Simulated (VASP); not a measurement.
# SiNi (zincblende type) (F-43m) in VASP: a series of runs

Runs on SiNi (zincblende type). Level: PBE. Tasks: single point, relaxation of cell and atoms.

Program: VASP 6.6.1. These are calculated values, not measurements. Logs are shortened: lines on timing, memory, paths and dates and some standing lists are left out, and cuts for length are marked.

## 1. The cell of the first run

The structure is cubic, space group F-43m (No. 216). Conventional cell: a = 4.983 Å, b = 4.983 Å, c = 4.983 Å, α = 90.00°, β = 90.00°, γ = 90.00°. Ni (site symmetry -43m) has 4 Si at 2.16 Å within 2.9 Å. Si (site symmetry -43m) has 4 Ni at 2.16 Å within 2.9 Å.

## 2. Single point, PBE

INCAR reads:

```
SYSTEM = SiNi
PREC = Accurate ; ENCUT = 520
EDIFF = 1E-6 ; ISMEAR = -1
SIGMA = 0.05 ; LREAL = .FALSE.
LASPH = .TRUE. ; NELM = 60
ALGO = Normal ; ISIF = 2
LWAVE = .FALSE. ; LCHARG = .FALSE.
GGA = PE ; NBANDS = 14
```

KPOINTS reads:

```
Automatic mesh
0
G
  13 13 13
  0 0 0
```

POSCAR reads:

```
SiNi
1.0
    0.0000000000      2.4913285878      2.4913285878
    2.4913285878      0.0000000000      2.4913285878
    2.4913285878      2.4913285878      0.0000000000
Ni Si
1 1
Direct
    0.0000000000      0.0000000000      0.0000000000
    0.2500000000      0.2500000000      0.2500000000
```

Potentials or basis: VASP PAW PBE potentials, release 64 (Ni, Si).

Command:

```sh
$ cat potpaw_PBE.64/Ni/POTCAR potpaw_PBE.64/Si/POTCAR > POTCAR
$ mpirun -np 1 vasp_std > vasp.out
```

OUTCAR:

```text
SYSTEM = SiNi
   PREC = Accurate
   ENCUT = 520
   EDIFF = 1E-6
   ISMEAR = -1
   LREAL = .FALSE.
   LASPH = .TRUE.
   NELM = 60
   ISIF = 2
   GGA = PE

 ion  position               nearest neighbor table
   1  0.000  0.000  0.000-   2 2.16   2 2.16   2 2.16   2 2.16
   2  0.250  0.250  0.250-   1 2.16   1 2.16   1 2.16   1 2.16

  LATTYP: Found a face centered cubic cell.
 ALAT       =     4.9826571756

  Lattice vectors:

 A1 = (   0.0000000000,   2.4913285878,   2.4913285878)
 A2 = (   2.4913285878,   0.0000000000,   2.4913285878)
 A3 = (   2.4913285878,   2.4913285878,   0.0000000000)

Analysis of symmetry for initial positions (statically):
=====================================================================
 Subroutine PRICEL returns:
 Original cell was already a primitive cell.

 Routine SETGRP: Setting up the symmetry group for a
 face centered cubic supercell.

 Subroutine GETGRP returns: Found 24 space group operations
 (whereof 24 operations were pure point group operations)
 out of a pool of 48 trial point group operations.

The static configuration has the point symmetry T_d .

Analysis of symmetry for dynamics (positions and initial velocities):
=====================================================================
 Subroutine PRICEL returns:
 Original cell was already a primitive cell.

 Routine SETGRP: Setting up the symmetry group for a
 face centered cubic supercell.

 Subroutine GETGRP returns: Found 24 space group operations
 (whereof 24 operations were pure point group operations)
 out of a pool of 48 trial point group operations.

The dynamic configuration has the point symmetry T_d .

 Subroutine INISYM returns: Found 24 space group operations
 (whereof 24 operations are pure point group operations),
 and found     1 'primitive' translations

----------------------------------------------------------------------------------------

                                     Primitive cell

  volume of cell :      30.9259

  direct lattice vectors                    reciprocal lattice vectors
     0.000000000  2.491328588  2.491328588    -0.200696128  0.200696128  0.200696128
     2.491328588  0.000000000  2.491328588     0.200696128 -0.200696128  0.200696128
     2.491328588  2.491328588  0.000000000     0.200696128  0.200696128 -0.200696128

  length of vectors
     3.523270677  3.523270677  3.523270677     0.347615890  0.347615890  0.347615890

  position of ions in fractional coordinates (direct lattice)
     0.000000000  0.000000000  0.000000000
     0.250000000  0.250000000  0.250000000

  ion indices of the primitive-cell ions
   primitive index   ion index
                 1           1
                 2           2

----------------------------------------------------------------------------------------

 KPOINTS: Automatic mesh

Automatic generation of k-mesh.
 Grid dimensions read from file:
 generate k-points for:   13   13   13

 Generating k-lattice:

  Cartesian coordinates                     Fractional coordinates (reciprocal lattice)
    -0.015438164  0.015438164  0.015438164     0.076923077  0.000000000  0.000000000
     0.015438164 -0.015438164  0.015438164     0.000000000  0.076923077  0.000000000
     0.015438164  0.015438164 -0.015438164     0.000000000  0.000000000  0.076923077

  Length of vectors
     0.026739684  0.026739684  0.026739684

  Shift w.r.t. Gamma in fractional coordinates (k-lattice)
     0.000000000  0.000000000  0.000000000

 Subroutine IBZKPT returns following result:
 ===========================================

 Found     84 irreducible k-points:

 Following reciprocal coordinates:
            Coordinates               Weight
  0.000000  0.000000  0.000000      1.000000
  0.076923  0.000000  0.000000      8.000000
  0.153846  0.000000  0.000000      8.000000
  0.230769  0.000000  0.000000      8.000000
  0.307692  0.000000  0.000000      8.000000
  0.384615  0.000000  0.000000      8.000000
[... 16 lines left out ...]
  0.384615  0.153846  0.000000     24.000000
  0.461538  0.153846  0.000000     24.000000
 [... further k-points ...]
   k-points           NKPTS =     84   k-points in BZ     NKDIM =     84   number of bands    NBANDS=     14
   number of dos      NEDOS =    301   number of ions     NIONS =      2
   total plane-waves  NPLWV =  21952
   dimension x,y,z NGX =    28 NGY =   28 NGZ =   28
   dimension x,y,z NGXF=    56 NGYF=   56 NGZF=   56
   ions per type =               1   1
   NGX,Y,Z   is equivalent  to a cutoff of  13.21, 13.21, 13.21 a.u.
   NGXF,Y,Z  is equivalent  to a cutoff of  26.42, 26.42, 26.42 a.u.
 SYSTEM =  SiNi
   PREC   = accura    normal or accurate (medium, high low for compatibility)
   ISTART =      0    job   : 0-new  1-cont  2-samecut
   ICHARG =      2    charge: 1-file 2-atom 10-const
   ISPIN  =      1    spin polarized calculation?
   LNONCOLLINEAR =      F non collinear calculations
   LSORBIT =      F    spin-orbit coupling
   LASPH  =      T    aspherical Exc in radial PAW
   ENCUT  =  520.0 eV  38.22 Ry    6.18 a.u.   6.55  6.55  6.55*2*pi/ulx,y,z
   NELM   =     60;   NELMIN=  2; NELMDL= -5     # of ELM steps
   EDIFF  = 0.1E-05   stopping-criterion for ELM
   LREAL  =      F    real-space projection
   EDIFFG = 0.1E-04   stopping-criterion for IOM
   NSW    =      0    number of steps for IOM
   IBRION =     -1    ionic relax: 0-MD 1-quasi-New 2-CG
   NFREE  =      0    steps in history (QN), initial steepest desc. (CG)
   ISIF   =      2    stress and relaxation
   ISYM   =      2    0-nonsym 1-usesym 2-fastsym
   POTIM  = 0.5000    time-step for ionic-motion
   TEBEG  =    0.0;   TEEND  =   0.0 temperature during run
   PSTRESS=    0.0 pullay stress
   NELECT =      14.0000    total number of electrons
   NUPDOWN=      -1.0000    fix difference up-down
   EMIN   =  10.00;   EMAX   =-10.00  energy-range for DOS
   EFERMI =   0.00;   METHOD = LEGACY
   ISMEAR =    -1;   SIGMA  =   0.05  broadening in eV -4-tet -1-fermi 0-gaus
   EFERMI_NEDOS =   21; number of points for ismear=-14 and -15
   IALGO  =     38    algorithm
   IMIX   =      4    mixing-type and parameters
     AMIX     =   0.40;   BMIX     =  1.00
     AMIX_MAG =   1.60;   BMIX_MAG =  1.00
  volume/ion in A,a.u.               =      15.46       104.35
  Fermi-wavevector in a.u.,A,eV,Ry     =   1.257023  2.375429 21.498653  1.580106
  Thomas-Fermi vector in A             =   2.390702
   LORBIT       =      0    0 simple, 1 ext, 2 COOP (PROOUT), +10 PAW based schemes
   GGA     = PE    functional components
   LHFCALC =     F    Hartree Fock is set to
   AEXX    =    0.0000 exact exchange contribution
   IVDW    =     0    specifies the selected vdW correction
   LEPSILON=     F    determine dielectric tensor
   LRPA    =     F    only Hartree local field effects (RPA)
 non-spin polarized calculation
  energy-cutoff  :      520.00
  volume of cell :       30.93
 maximum number of plane-waves:       869
   NGX = 13   NGY = 13   NGZ = 13

 number of electron      14.0000004 magnetization

 Free energy of the ion-electron system (eV)
  ---------------------------------------------------
  ext. energy  EPLUGINS =         0.00000000
  ---------------------------------------------------
  free energy    TOTEN  =       -10.32330462 eV

  energy without entropy =      -10.31589957  energy(sigma->0) =      -10.31960210

 E-fermi :   6.9233     XC(G=0): -10.7998

 val. band max:        6.9146698703   @ k =  -0.2308   0.2308   0.0000
 cond. band min:       6.9461018950   @ k =  -0.3846   0.3077   0.0769
 fundamental gap:      0.0314320247
 Fermi energy:         6.9233450905

 k-point     1 :       0.0000    0.0000    0.0000
  band No.  band energies     occupation
      1      -3.8881      2.00000
      2       3.4935      2.00000
      3       3.4935      2.00000
      4       3.4935      2.00000
      5       4.5962      2.00000
      6       4.5962      2.00000
      7      12.8526      0.00000
      8      12.8526      0.00000
      9      12.8526      0.00000
     10      14.1365      0.00000
     11      14.1365      0.00000
     12      14.1365      0.00000
     13      16.2666      0.00000
     14      20.2977      0.00000

 k-point     2 :       0.0769    0.0000    0.0000
  band No.  band energies     occupation
      1      -3.7910      2.00000
      2       3.4550      2.00000
      3       3.5136      2.00000
      4       3.5136      2.00000
      5       4.5891      2.00000
      6       4.5891      2.00000
      7      11.6684      0.00000
      8      12.5089      0.00000
      9      12.5089      0.00000
     10      14.5275      0.00000
     11      14.5275      0.00000
     12      14.6537      0.00000
     13      16.7013      0.00000
     14      19.7665      0.00000

 k-point     3 :       0.1538    0.0000    0.0000
  band No.  band energies     occupation
      1      -3.5041      2.00000
      2       3.3409      2.00000
      3       3.5656      2.00000
      4       3.5656      2.00000
      5       4.5765      2.00000
      6       4.5765      2.00000
      7       9.8927      0.00000
      8      11.9362      0.00000
      9      11.9362      0.00000
     10      14.8021      0.00000
     11      15.1549      0.00000
     12      15.1549      0.00000
     13      17.6376      0.00000
     14      19.1122      0.00000

 k-point     4 :       0.2308    0.0000    0.0000
  band No.  band energies     occupation
      1      -3.0420      2.00000
      2       3.1496      2.00000
      3       3.6265      2.00000
      4       3.6265      2.00000
      5       4.5801      2.00000
      6       4.5801      2.00000
      7       8.1725      0.00000
      8      11.3937      0.00000
      9      11.3937      0.00000
     10      14.6941      0.00000
     11      15.4974      0.00000
     12      15.4974      0.00000
     13      18.3136      0.00000
     14      19.0733      0.00000

 k-point     5 :       0.3077    0.0000    0.0000
  band No.  band energies     occupation
      1      -2.4387      2.00000
      2       2.8615      2.00000
      3       3.6699      2.00000
      4       3.6699      2.00000
      5       4.6184      2.00000
      6       4.6184      2.00000
      7       6.6987      1.97789
      8      10.9339      0.00000
      9      10.9339      0.00000
     10      14.5278      0.00000
     11      15.4166      0.00000
[... 276 lines left out ...]
 k-point    22 :       0.3077    0.1538    0.0000
  band No.  band energies     occupation
      1      -2.5292      2.00000
      2       2.9920      2.00000
      3       3.6936      2.00000
      4       3.7414      2.00000
      5       4.4089      2.00000
      6       4.7283      2.00000
      7       7.7496      0.00000
      8       9.7045      0.00000
      9      10.3090      0.00000
     10      13.6069      0.00000
     11      15.6108      0.00000
     12      17.1353      0.00000
     13      17.3307      0.00000
     14      20.8477      0.00000

 k-point    23 :       0.3846    0.1538    0.0000
  band No.  band energies     occupation
      1      -1.9102      2.00000
      2       2.7520      2.00000
      3       3.6679      2.00000
      4       3.7851      2.00000
      5       4.5041      2.00000
      6       4.7608      2.00000
      7       6.3743      1.99997
      8       9.4655      0.00000
      9       9.6954      0.00000
     10      13.6166      0.00000
     11      16.1381      0.00000
     12      16.9852      0.00000
     13      17.4736      0.00000
     14      20.9891      0.00000

 k-point    24 :       0.4615    0.1538    0.0000
  band No.  band energies     occupation
      1      -1.2903      2.00000
      2       2.4413      2.00000
      3       3.6155      2.00000
      4       3.8048      2.00000
      5       4.6389      2.00000
      6       4.7683      2.00000
      7       5.4300      2.00000
      8       9.1441      0.00000
      9       9.4348      0.00000
     10      13.5776      0.00000
     11      16.3609      0.00000
     12      16.5674      0.00000
     13      18.5178      0.00000
     14      20.8777      0.00000

 [... further k-points ...]
[... 5 lines left out ...]
  --------------------------------------------------------------------------------------
  -------------------------------------------------------------------------------------
  Total        2.3043128      2.3043128      2.3043128      0.0000000      0.0000000     -0.0000000
  in kB      119.3792888    119.3792888    119.3792888      0.0000000      0.0000000     -0.0000000
  external PRESSURE =     119.3792888 kB  Pullay stress =       0.0000000 kB

 VOLUME and BASIS-vectors are now :
 -----------------------------------------------------------------------------
  energy-cutoff  :      520.00
  volume of cell :       30.93
      direct lattice vectors                 reciprocal lattice vectors
     0.000000000  2.491328588  2.491328588    -0.200696128  0.200696128  0.200696128
     2.491328588  0.000000000  2.491328588     0.200696128 -0.200696128  0.200696128
     2.491328588  2.491328588  0.000000000     0.200696128  0.200696128 -0.200696128

 POSITION                                       TOTAL-FORCE (eV/Angst)
 -----------------------------------------------------------------------------------
      0.00000      0.00000      0.00000         0.000000      0.000000      0.000000
      1.24566      1.24566      1.24566        -0.000000     -0.000000     -0.000000
 -----------------------------------------------------------------------------------
    total drift:                                0.000000      0.000000      0.000000

  FREE ENERGIE OF THE ION-ELECTRON SYSTEM (eV)
  ---------------------------------------------------
  free  energy   TOTEN  =       -10.3233046222 eV

  energy  without entropy=      -10.3158995737  energy(sigma->0) =      -10.31960210
```

Run time: 16 s. Hardware: 1 thread of Intel Xeon 6975P-C (Granite Rapids), shared host; peak memory 0.17 GiB.

What came out:

| Item | Value |
| --- | --- |
| Free energy | -10.3233 eV |
| Pressure | 11.9 GPa |
| Band gap on the k mesh | zero (band 7 reaches 12.85 eV, above the bottom of band 8 at 5.94 eV) |

Spin polarisation is off, so any magnetic state and its effect on volume and gap are missing.

## 3. Single point, PBE

INCAR reads:

```
PREC     = Accurate       # precision mode
ENCUT    = 520            # plane-wave cutoff, eV
EDIFF    = 1E-6           # SCF threshold, eV
ISMEAR   = -1             # smearing method
SIGMA    = 0.05           # smearing width, eV
LREAL    = F              # projectors in reciprocal space
LASPH    = T              # aspherical terms in the spheres
NELM     = 60             # most SCF steps
ALGO     = Normal         # electronic algorithm
ISIF     = 2              # what is computed and relaxed
LWAVE    = F              # write WAVECAR
LCHARG   = F              # write CHGCAR
GGA      = PE             # functional
NBANDS   = 14             # bands
```

KPOINTS reads:

```
regular mesh
0
Gamma
  13 13 13
```

POSCAR reads:

```
SiNi
1.0
    0.0000000000      2.4911265752      2.4911265752
    2.4911265752      0.0000000000      2.4911265752
    2.4911265752      2.4911265752      0.0000000000
Ni Si
1 1
Direct
    0.0000000000      0.0000000000      0.0000000000
    0.2500000000      0.2500000000      0.2500000000
```

Potentials or basis: VASP PAW PBE potentials, release 64 (Ni, Si).

Command:

```sh
$ cat potpaw_PBE.64/Ni/POTCAR potpaw_PBE.64/Si/POTCAR > POTCAR
$ mpirun -np 1 vasp_std > vasp.out
```

OUTCAR:

```text
PREC = Accurate
   ENCUT = 520
   EDIFF = 1E-6
   ISMEAR = -1
   LREAL = F
   LASPH = T
   NELM = 60
   ISIF = 2
   GGA = PE

 ion  position               nearest neighbor table
   1  0.000  0.000  0.000-   2 2.16   2 2.16   2 2.16   2 2.16
   2  0.250  0.250  0.250-   1 2.16   1 2.16   1 2.16   1 2.16

  LATTYP: Found a face centered cubic cell.
 ALAT       =     4.9822531504

  Lattice vectors:

 A1 = (   0.0000000000,   2.4911265752,   2.4911265752)
 A2 = (   2.4911265752,   0.0000000000,   2.4911265752)
 A3 = (   2.4911265752,   2.4911265752,   0.0000000000)

Analysis of symmetry for initial positions (statically):
=====================================================================
 Subroutine PRICEL returns:
 Original cell was already a primitive cell.

 Routine SETGRP: Setting up the symmetry group for a
 face centered cubic supercell.

 Subroutine GETGRP returns: Found 24 space group operations
 (whereof 24 operations were pure point group operations)
 out of a pool of 48 trial point group operations.
[... 165 lines left out ...]
 cond. band min:       6.9489386478   @ k =  -0.3846   0.3077   0.0769
 fundamental gap:      0.0314809994
 Fermi energy:         6.9261353922

 k-point     1 :       0.0000    0.0000    0.0000
  band No.  band energies     occupation
      1      -3.8868      2.00000
      2       3.4954      2.00000
      3       3.4954      2.00000
      4       3.4954      2.00000
      5       4.5982      2.00000
      6       4.5982      2.00000
      7      12.8570      0.00000
      8      12.8570      0.00000
      9      12.8570      0.00000
     10      14.1398      0.00000
     11      14.1398      0.00000
     12      14.1398      0.00000
     13      16.2717      0.00000
     14      20.3019      0.00000
[... 377 lines left out ...]
      1      -1.2884      2.00000
      2       2.4430      2.00000
      3       3.6173      2.00000
      4       3.8067      2.00000
      5       4.6410      2.00000
      6       4.7704      2.00000
      7       5.4324      2.00000
      8       9.1475      0.00000
      9       9.4381      0.00000
     10      13.5810      0.00000
     11      16.3653      0.00000
     12      16.5713      0.00000
     13      18.5222      0.00000
     14      20.8820      0.00000

 [... further k-points ...]
[... 5 lines left out ...]
  --------------------------------------------------------------------------------------
  -------------------------------------------------------------------------------------
  Total        2.3111477      2.3111477      2.3111477      0.0000000      0.0000000      0.0000000
  in kB      119.7625141    119.7625141    119.7625141      0.0000000      0.0000000      0.0000000
  external PRESSURE =     119.7625141 kB  Pullay stress =       0.0000000 kB

 VOLUME and BASIS-vectors are now :
 -----------------------------------------------------------------------------
  energy-cutoff  :      520.00
  volume of cell :       30.92
      direct lattice vectors                 reciprocal lattice vectors
     0.000000000  2.491126575  2.491126575    -0.200712403  0.200712403  0.200712403
     2.491126575  0.000000000  2.491126575     0.200712403 -0.200712403  0.200712403
     2.491126575  2.491126575  0.000000000     0.200712403  0.200712403 -0.200712403

 POSITION                                       TOTAL-FORCE (eV/Angst)
 -----------------------------------------------------------------------------------
      0.00000      0.00000      0.00000        -0.000000     -0.000000     -0.000000
      1.24556      1.24556      1.24556         0.000000      0.000000      0.000000
 -----------------------------------------------------------------------------------
    total drift:                                0.000000      0.000000      0.000000

  FREE ENERGIE OF THE ION-ELECTRON SYSTEM (eV)
  ---------------------------------------------------
  free  energy   TOTEN  =       -10.3227409519 eV

  energy  without entropy=      -10.3153372896  energy(sigma->0) =      -10.31903912
```

It took 16 s on 1 thread of Intel Xeon 6975P-C (Granite Rapids), shared host; peak memory 0.18 GiB.

Results:

| Quantity | Value |
| --- | --- |
| Free energy | -10.3227 eV |
| Pressure | 12.0 GPa |
| Band gap on the k mesh | zero (band 7 reaches 12.86 eV, above the bottom of band 8 at 5.95 eV) |

Levels at points of the mesh, in eV from the Fermi level:
| k point | band 5 | band 6 | band 7 | band 8 | band 9 | band 10 |
| --- | --- | --- | --- | --- | --- | --- |
| (0.00, 0.00, 0.00) | -2.33 | -2.33 | 5.93 | 5.93 | 5.93 | 7.21 |

Spin polarisation is off, so any magnetic state and its effect on volume and gap are missing.

(Part 1 of 2 ends here.)
